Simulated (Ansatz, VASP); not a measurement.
Mo: VASP beside Ansatz

File INCAR:

```
PREC     = Accurate       # precision mode
ENCUT    = 600            # plane-wave cutoff, eV
EDIFF    = 1E-7           # SCF threshold, eV
ISMEAR   = -1             # smearing method
SIGMA    = 0.05           # smearing width, eV
LREAL    = F              # projectors in reciprocal space
LASPH    = T              # aspherical terms in the spheres
NELM     = 60             # most SCF steps
ALGO     = Normal         # electronic algorithm
ISIF     = 3              # what is computed and relaxed
LWAVE    = F              # write WAVECAR
LCHARG   = F              # write CHGCAR
GGA      = PE             # functional
IBRION   = 2              # ionic algorithm
NSW      = 45             # ionic steps
EDIFFG   = -0.005         # ionic threshold
```

KPOINTS

```
Automatic mesh
0
Gamma
  17 17 9
```

File POSCAR:

```
Mo
1.0
    2.7564605642      0.0000000000      0.0000000000
   -1.3782302821      2.3871648732      0.0000000000
    0.0000000000      0.0000000000      4.8975145396
Mo
2
Direct
    0.3333333333      0.6666666667      0.2500000000
    0.6666666667      0.3333333333      0.7500000000
```

Input for Ansatz:

```yaml
crystal:
  lattice:
    - [2.7564605642, 0.0, 0.0]
    - [-1.3782302821, 2.3871648732, 0.0]
    - [0.0, 0.0, 4.8975145396]
  atoms:
    - { symbol: Mo, position: [0.3333333333, 0.6666666667, 0.25] }
    - { symbol: Mo, position: [0.6666666667, 0.3333333333, 0.75] }
kpoints:
  mp_grid: { grid: [17, 17, 9] }
scf:
  occupations: { method: fermi_dirac, width: 0.05 }
hamiltonian:
  xc: pbe
  pseudopotentials:
    kind: all_electron
    lapw: { basis_error: 0.0005 }
    relativity: none
output:
  forces: true
  stress: true
  eigenvalues: true
  populations: true
relax:
  f_tol: 0.005
  max_steps: 25
  cell: {}
```

Alike in both runs: task relaxation of cell and atoms; functional PBE; k mesh 17 × 17 × 9; occupations fermi-dirac, width 0.05 eV; no spin polarisation.

|  | VASP | Ansatz |
| --- | --- | --- |
| version | VASP 6.6.1 | Ansatz 0.2.0 |
| potentials or method | VASP PAW PBE potentials, release 64 (Mo_sv), cutoff 600 eV | all-electron LAPW, non-relativistic |

```csv
,VASP,Ansatz,Ansatz less VASP
relaxed volume (Å³/atom),16.14,16.29,+0.150
relaxed cell length with the largest relative difference (Å),2.758,2.768,+0.0099
```

Ansatz ran all-electron here, and VASP with PAW potentials.
